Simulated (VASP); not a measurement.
AlFe: single point with PBEsol

AlFe:

```
Al Fe
1.0
     2.84131    0.00000    0.00000
     0.00000    2.84131    0.00000
     0.00000    0.00000    2.84131
Al Fe
1 1
Direct
  0.00000 0.00000 0.00000
  0.50000 0.50000 0.50000
```

```yaml
Program: VASP 6.6.1
Task: single point
Functional: PBEsol
Potentials_or_basis: VASP PAW PBE potentials, release 64 (Al, Fe)
Cutoff: 600 eV
k_mesh: 6 × 6 × 6
Occupations: fermi-dirac, width 0.1 eV
Spin: no spin polarisation
```

* Pressure: 0.1 GPa
* Band gap on the k mesh: zero (an odd number of electrons rules out a gap without spin polarisation)

Levels at points of the mesh, in eV from the Fermi level:
```tsv
k point	band 2	band 3	band 4	band 5	band 6	band 7	band 8	band 9
(0.00, 0.00, 0.00)	-2.34	-2.34	0.18	0.18	0.18	6.70	6.70	6.70
(0.50, 0.00, 0.00)	-6.01	-1.65	-0.87	-0.87	0.32	1.34	8.87	11.42
(0.50, 0.50, 0.00)	-2.38	-2.02	-2.02	-0.62	-0.62	0.88	3.67	4.71
(0.50, 0.50, 0.50)	-3.41	-3.41	0.92	0.92	3.15	3.15	3.15	4.73
```

It took 6.6 s on 1 thread of AMD EPYC 7R43 64-Core Processor (Zen 3), on a shared host, peak memory 0.1 GiB.

Caveat: the k points lie up to 0.37 Å⁻¹ apart, too coarse for converged energies and pressures of a metal; the PAW data sets were made with another functional, which shifts forces and pressure a little; the run has no spin polarisation, though such a crystal can be magnetic. Spin polarisation is off, so any magnetic state and its effect on volume and gap are missing.
